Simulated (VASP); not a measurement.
# TiO2 in VASP: single point with PBEsol

Aim: the single point of TiO2 with PBEsol.

Program: VASP 6.6.1. These are calculated values, not measurements. Logs are shortened: lines on timing, memory, paths and dates and some standing lists are left out, and cuts for length are marked.

## 1. The cell of the first run

The typed cell holds 6 atoms: a = 5.470 Å, b = 5.470 Å, c = 5.470 Å, α = 139.69°, β = 139.69°, γ = 58.33°.

## 2. Single point, PBEsol

INCAR reads:

```
ALGO = Normal ; EDIFF = 1E-6
ENCUT = 520 ; GGA = PS
ISIF = 2 ; ISMEAR = -1
LASPH = T ; LCHARG = F
LREAL = F ; LWAVE = F
NBANDS = 33 ; NELM = 80
PREC = Accurate ; SIGMA = 0.05
```

KPOINTS reads:

```
k-points
0
Gamma
  6 6 6
```

POSCAR reads:

```
TiO2
1.0
   -1.8844152122      1.8847791716      4.7763703059
    1.8851929066     -1.8848449425      4.7766792217
    1.8844108455      1.8848403541     -4.7763939237
Ti O
2 4
Direct
    0.7501431736      0.2492487636      0.4977736987
    0.0001242876     -0.0008753846     -0.0023714610
    0.5426268002      0.0415980383      0.4976143705
    0.7926315480      0.7917139337     -0.0022649010
    0.2076411993      0.2067768935     -0.0022124785
    0.9576361988      0.4566604122      0.4976663523
```

Potentials or basis: VASP PAW PBE potentials, release 64 (Ti_sv, O).

Command:

```bash
cat potpaw_PBE.64/Ti_sv/POTCAR potpaw_PBE.64/O/POTCAR > POTCAR
mpirun -np 1 vasp_std > vasp.out
```

OUTCAR:

```text
EDIFF = 1E-6
   ENCUT = 520
   GGA = PS
   ISIF = 2
   ISMEAR = -1
   LASPH = T
   LREAL = F
   NELM = 80
   PREC = Accurate

 ion  position               nearest neighbor table
   1  0.750  0.249  0.498-   4 1.93   5 1.93   5 1.93   4 1.93   3 1.98   6 1.98
   2  0.000  0.999  0.998-   6 1.93   3 1.93   3 1.93   6 1.93   4 1.98   5 1.98
   3  0.543  0.042  0.498-   2 1.93   2 1.93   1 1.98
   4  0.793  0.792  0.998-   1 1.93   1 1.93   2 1.98
   5  0.208  0.207  0.998-   1 1.93   1 1.93   2 1.98
   6  0.958  0.457  0.498-   2 1.93   2 1.93   1 1.98

  LATTYP: Found a base centered monoclinic cell.
 ALAT       =    10.2693404989
 B/A-ratio  =     0.3670751326
 C/A-ratio  =     0.3670735977
 COS(beta)  =    -0.3669274631

  Lattice vectors:

 A1 = (   1.8844108455,   1.8848403541,  -4.7763939237)
 A2 = (   1.8844152122,  -1.8847791716,  -4.7763703059)
 A3 = (  -3.7696037521,   0.0000045884,  -0.0002852980)

Analysis of symmetry for initial positions (statically):
=====================================================================
 Subroutine PRICEL returns:
 Original cell was already a primitive cell.

 Routine SETGRP: Setting up the symmetry group for a
 base centered monoclinic supercell.

 Subroutine GETGRP returns: Found  2 space group operations
 (whereof  1 operations were pure point group operations)
 out of a pool of  4 trial point group operations.

The static configuration has the point symmetry C_1 .
 The point group associated with its full space group is S_2 .

Analysis of symmetry for dynamics (positions and initial velocities):
=====================================================================
 Subroutine PRICEL returns:
 Original cell was already a primitive cell.

 Routine SETGRP: Setting up the symmetry group for a
 base centered monoclinic supercell.

 Subroutine GETGRP returns: Found  2 space group operations
 (whereof  1 operations were pure point group operations)
 out of a pool of  4 trial point group operations.

The dynamic configuration has the point symmetry C_1 .
 The point group associated with its full space group is S_2 .

 Subroutine INISYM returns: Found  2 space group operations
 (whereof  1 operations are pure point group operations),
 and found     1 'primitive' translations

----------------------------------------------------------------------------------------

                                     Primitive cell

  volume of cell :      67.8743

  direct lattice vectors                    reciprocal lattice vectors
    -1.884415212  1.884779172  4.776370306    -0.000007600  0.265279418  0.104680443
     1.885192907 -1.884844943  4.776679222     0.265271951  0.000000963  0.104657020
     1.884410845  1.884840354 -4.776393924     0.265280196  0.265279069 -0.000019770

  length of vectors
     5.469655064  5.470215456  5.469695267     0.285186193  0.285170650  0.375162055

  position of ions in fractional coordinates (direct lattice)
     0.750143174  0.249248764  0.497773699
     0.000124288  0.999124615  0.997628539
     0.542626800  0.041598038  0.497614371
     0.792631548  0.791713934  0.997735099
     0.207641199  0.206776893  0.997787522
     0.957636199  0.456660412  0.497666352

  ion indices of the primitive-cell ions
   primitive index   ion index
                 1           1
                 2           2
                 3           3
                 4           4
                 5           5
                 6           6

----------------------------------------------------------------------------------------

 KPOINTS: k-points

Automatic generation of k-mesh.
 Grid dimensions read from file:
 generate k-points for:    6    6    6

 Generating k-lattice:

  Cartesian coordinates                     Fractional coordinates (reciprocal lattice)
    -0.000001267  0.044213236  0.017446740     0.166666667 -0.000000000  0.000000000
     0.044211992  0.000000160  0.017442837    -0.000000000  0.166666667  0.000000000
     0.044213366  0.044213178 -0.000003295     0.000000000 -0.000000000  0.166666667

  Length of vectors
     0.047531032  0.047528442  0.062527009

  Shift w.r.t. Gamma in fractional coordinates (k-lattice)
     0.000000000  0.000000000  0.000000000

 Subroutine IBZKPT returns following result:
 ===========================================

 Found    112 irreducible k-points:

 Following reciprocal coordinates:
            Coordinates               Weight
  0.000000  0.000000  0.000000      1.000000
  0.166667  0.000000 -0.000000      2.000000
  0.000000 -0.166667  0.166667      2.000000
  0.333333 -0.000000  0.000000      2.000000
  0.000000 -0.333333  0.333333      2.000000
  0.500000 -0.000000  0.000000      1.000000
[... 16 lines left out ...]
  0.000000  0.333333  0.333333      2.000000
  0.500000  0.333333  0.000000      2.000000
 [... further k-points ...]
   k-points           NKPTS =    112   k-points in BZ     NKDIM =    112   number of bands    NBANDS=     33
   number of dos      NEDOS =    301   number of ions     NIONS =      6
   total plane-waves  NPLWV =  74088
   dimension x,y,z NGX =    42 NGY =   42 NGZ =   42
   dimension x,y,z NGXF=    84 NGYF=   84 NGZF=   84
   ions per type =               2   4
   NGX,Y,Z   is equivalent  to a cutoff of  12.77, 12.76, 12.77 a.u.
   NGXF,Y,Z  is equivalent  to a cutoff of  25.53, 25.53, 25.53 a.u.
 SYSTEM =  unknown system
   PREC   = accura    normal or accurate (medium, high low for compatibility)
   ISTART =      0    job   : 0-new  1-cont  2-samecut
   ICHARG =      2    charge: 1-file 2-atom 10-const
   ISPIN  =      1    spin polarized calculation?
   LNONCOLLINEAR =      F non collinear calculations
   LSORBIT =      F    spin-orbit coupling
   LASPH  =      T    aspherical Exc in radial PAW
   ENCUT  =  520.0 eV  38.22 Ry    6.18 a.u.  10.17 10.17 10.17*2*pi/ulx,y,z
   NELM   =     80;   NELMIN=  2; NELMDL= -5     # of ELM steps
   EDIFF  = 0.1E-05   stopping-criterion for ELM
   LREAL  =      F    real-space projection
   EDIFFG = 0.1E-04   stopping-criterion for IOM
   NSW    =      0    number of steps for IOM
   IBRION =     -1    ionic relax: 0-MD 1-quasi-New 2-CG
   NFREE  =      0    steps in history (QN), initial steepest desc. (CG)
   ISIF   =      2    stress and relaxation
   ISYM   =      2    0-nonsym 1-usesym 2-fastsym
   POTIM  = 0.5000    time-step for ionic-motion
   TEBEG  =    0.0;   TEEND  =   0.0 temperature during run
   PSTRESS=    0.0 pullay stress
   NELECT =      48.0000    total number of electrons
   NUPDOWN=      -1.0000    fix difference up-down
   EMIN   =  10.00;   EMAX   =-10.00  energy-range for DOS
   EFERMI =   0.00;   METHOD = LEGACY
   ISMEAR =    -1;   SIGMA  =   0.05  broadening in eV -4-tet -1-fermi 0-gaus
   EFERMI_NEDOS =   21; number of points for ismear=-14 and -15
   IALGO  =     38    algorithm
   IMIX   =      4    mixing-type and parameters
     AMIX     =   0.40;   BMIX     =  1.00
     AMIX_MAG =   1.60;   BMIX_MAG =  1.00
  volume/ion in A,a.u.               =      11.31        76.34
  Fermi-wavevector in a.u.,A,eV,Ry     =   1.458546  2.756252 28.944445  2.127357
  Thomas-Fermi vector in A             =   2.575218
   LORBIT       =      0    0 simple, 1 ext, 2 COOP (PROOUT), +10 PAW based schemes
   GGA     = PS    functional components
   LHFCALC =     F    Hartree Fock is set to
   AEXX    =    0.0000 exact exchange contribution
   IVDW    =     0    specifies the selected vdW correction
   LEPSILON=     F    determine dielectric tensor
   LRPA    =     F    only Hartree local field effects (RPA)
 non-spin polarized calculation
  energy-cutoff  :      520.00
  volume of cell :       67.87
 maximum number of plane-waves:      1850
 NGX is ok and might be reduce to    42
   NGX = 21   NGY = 21   NGZ = 21

 number of electron      47.9999995 magnetization

 Free energy of the ion-electron system (eV)
  ---------------------------------------------------
  ext. energy  EPLUGINS =         0.00000000
  ---------------------------------------------------
  free energy    TOTEN  =       -56.21757306 eV

  energy without entropy =      -56.21757306  energy(sigma->0) =      -56.21757306

 E-fermi :   4.3530     XC(G=0): -11.0352

 val. band max:        3.2690578255   @ k =   0.5000   0.5000   0.0000
 cond. band min:       5.4036995842   @ k =   0.0000   0.0000   0.0000
 fundamental gap:      2.1346417587
 Fermi energy:         4.3529914881

 k-point     1 :       0.0000    0.0000    0.0000
  band No.  band energies     occupation
      1     -52.7904      2.00000
      2     -52.7280      2.00000
      3     -29.3827      2.00000
      4     -29.1338      2.00000
      5     -29.1338      2.00000
      6     -29.0608      2.00000
[... 25 lines left out ...]
     32       8.6782      0.00000
     33       8.7428      0.00000

 k-point     2 :       0.1667    0.0000   -0.0000
  band No.  band energies     occupation
      1     -52.7867      2.00000
      2     -52.7304      2.00000
      3     -29.3750      2.00000
      4     -29.1688      2.00000
      5     -29.1363      2.00000
      6     -29.0751      2.00000
[... 25 lines left out ...]
     32       9.0194      0.00000
     33       9.3316      0.00000

 k-point     3 :       0.0000   -0.1667    0.1667
  band No.  band energies     occupation
      1     -52.7867      2.00000
      2     -52.7304      2.00000
      3     -29.3750      2.00000
      4     -29.1688      2.00000
      5     -29.1363      2.00000
      6     -29.0751      2.00000
[... 25 lines left out ...]
     32       9.0194      0.00000
     33       9.3320      0.00000

 k-point     4 :       0.3333   -0.0000    0.0000
  band No.  band energies     occupation
      1     -52.7779      2.00000
      2     -52.7367      2.00000
      3     -29.3603      2.00000
      4     -29.2359      2.00000
      5     -29.1405      2.00000
      6     -29.0956      2.00000
[... 673 lines left out ...]
     32       9.8724      0.00000
     33      10.7962      0.00000

 k-point    23 :       0.0000    0.3333    0.3333
  band No.  band energies     occupation
      1     -52.7633      2.00000
      2     -52.7477      2.00000
      3     -29.3346      2.00000
      4     -29.2948      2.00000
      5     -29.1848      2.00000
      6     -29.1475      2.00000
[... 25 lines left out ...]
     32       9.8725      0.00000
     33      10.8169      0.00000

 k-point    24 :       0.5000    0.3333    0.0000
  band No.  band energies     occupation
      1     -52.7626      2.00000
      2     -52.7471      2.00000
      3     -29.3534      2.00000
      4     -29.3056      2.00000
      5     -29.1860      2.00000
      6     -29.1643      2.00000
[... 25 lines left out ...]
     32      10.0153      0.00000
     33      10.6907      0.00000

 [... further k-points ...]

------------------------ aborting loop because EDIFF is reached ----------------------------------------

  FORCE on cell =-STRESS in cart. coord.  units (eV):
  Direction    XX          YY          ZZ          XY          YZ          ZX
  --------------------------------------------------------------------------------------
  -------------------------------------------------------------------------------------
  Total        0.2815714      0.2825730      0.3162612      0.0000590      0.0000980     -0.0021889
  in kB        6.6465129      6.6701550      7.4653678      0.0013927      0.0023131     -0.0516683
  external PRESSURE =       6.9273452 kB  Pullay stress =       0.0000000 kB

 VOLUME and BASIS-vectors are now :
 -----------------------------------------------------------------------------
  energy-cutoff  :      520.00
  volume of cell :       67.87
      direct lattice vectors                 reciprocal lattice vectors
    -1.884415212  1.884779172  4.776370306    -0.000007600  0.265279418  0.104680443
     1.885192907 -1.884844943  4.776679222     0.265271951  0.000000963  0.104657020
     1.884410845  1.884840354 -4.776393924     0.265280196  0.265279069 -0.000019770

 POSITION                                       TOTAL-FORCE (eV/Angst)
 -----------------------------------------------------------------------------------
     -0.00569      1.88228      2.39598        -0.000154     -0.000084      0.000026
      3.76325     -0.00259      0.00802         0.000154      0.000084     -0.000026
     -0.00640      1.88225      0.41368         0.000133     -0.000025     -0.019998
      1.87903      1.88225      2.80209        -0.000021      0.000011     -0.019967
      1.87877      1.88229     -2.78635        -0.000133      0.000025      0.019998
     -0.00588      1.88222      4.37829         0.000021     -0.000011      0.019967
 -----------------------------------------------------------------------------------
    total drift:                               -0.001725      0.006219     -0.024287

  FREE ENERGIE OF THE ION-ELECTRON SYSTEM (eV)
  ---------------------------------------------------
  free  energy   TOTEN  =       -56.2175730642 eV

  energy  without entropy=      -56.2175730642  energy(sigma->0) =      -56.21757306
```

Wall time 9.7 min (1 thread of Intel Xeon 8259CL, shared host); peak memory 0.39 GiB.

Results:

* Free energy: -56.2176 eV
* Pressure: 0.7 GPa
* Largest force: 0.020 eV/Å
* Band gap on the k mesh: 2.13 eV (least direct gap 2.43 eV)

Forces on the atoms (eV/Å):
```
Ti   0.000  0.000  0.000
Ti   0.000  0.000  0.000
O    0.000  0.000 -0.020
O    0.000  0.000 -0.020
O    0.000  0.000  0.020
O    0.000  0.000  0.020
```

Stress tensor (GPa, compression positive):
```
 0.66  0.00 -0.01
 0.00  0.67  0.00
-0.01  0.00  0.75
```

Levels at points of the mesh, in eV from the valence-band top:
| k point | band 21 | band 22 | band 23 | band 24 | band 25 | band 26 | band 27 | band 28 |
| --- | --- | --- | --- | --- | --- | --- | --- | --- |
| (0.00, 0.00, 0.00) | -0.73 | -0.73 | -0.43 | -0.42 | 2.13 | 2.88 | 4.08 | 4.08 |
| (0.50, 0.00, 0.00) | -1.94 | -0.92 | -0.79 | -0.60 | 3.29 | 3.62 | 3.63 | 3.71 |
| (0.00, 0.50, 0.50) | -1.94 | -0.92 | -0.79 | -0.60 | 3.29 | 3.62 | 3.63 | 3.71 |
| (0.00, 0.50, 0.00) | -1.94 | -0.92 | -0.79 | -0.60 | 3.29 | 3.62 | 3.63 | 3.71 |
| (0.50, 0.50, 0.00) | -2.05 | -2.05 | 0.00 | 0.00 | 3.38 | 3.38 | 3.87 | 3.87 |
| (0.00, 0.00, 0.50) | -2.05 | -2.05 | 0.00 | 0.00 | 3.38 | 3.38 | 3.87 | 3.88 |
| (0.50, 0.00, 0.50) | -1.94 | -0.92 | -0.79 | -0.60 | 3.29 | 3.62 | 3.63 | 3.71 |
| (0.50, 0.50, 0.50) | -1.22 | -1.22 | -0.06 | -0.06 | 2.50 | 2.50 | 3.84 | 3.84 |

Caveat: the PAW data sets were made with another functional, which shifts forces and pressure a little.
